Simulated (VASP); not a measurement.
A run of VASP 6.6.1:

File INCAR:

```
ALGO     = Normal         # electronic algorithm
EDIFF    = 1E-7           # SCF threshold, eV
ENCUT    = 520            # plane-wave cutoff, eV
GGA      = PE             # functional
ISIF     = 2              # what is computed and relaxed
ISMEAR   = 0              # smearing method
LASPH    = T              # aspherical terms in the spheres
LCHARG   = F              # write CHGCAR
LREAL    = F              # projectors in reciprocal space
LWAVE    = F              # write WAVECAR
NBANDS   = 32             # bands
NELM     = 60             # most SCF steps
PREC     = Accurate       # precision mode
SIGMA    = 0.1            # smearing width, eV
```

The input KPOINTS:

```
k-points
0
Gamma
  6 6 6
```

POSCAR

```
BiTe5
1.0
    7.2852972345      0.0000000000      0.0000000000
    0.0000000000      7.2852972345      0.0000000000
    0.0000000000      0.0000000000      5.8944557549
Bi Te
1 5
Direct
    0.5000000000      0.5000000000      0.5000000000
    0.7280412929      0.0000000000      0.0000000000
    0.2719587071      0.0000000000      0.0000000000
    0.0000000000      0.7280412929      0.0000000000
    0.0000000000      0.2719587071      0.0000000000
    0.5000000000      0.5000000000      0.0000000000
```

Potentials or basis: VASP PAW PBE potentials, release 64 (Bi_d, Te).

Run with:

```bash
$ cat potpaw_PBE.64/Bi_d/POTCAR potpaw_PBE.64/Te/POTCAR > POTCAR
$ mpirun -np 1 vasp_std > vasp.out
```

Hardware: 1 thread of Intel(R) Xeon(R) 6975P-C (Granite Rapids) (shared host).

**Question.** Estimate the wall time of this run.

**Answer.** Run time: 3 min on 1 thread of Intel(R) Xeon(R) 6975P-C (Granite Rapids) (shared host), peak memory 0.59 GiB. Counts: scf iterations 16, k points 40.
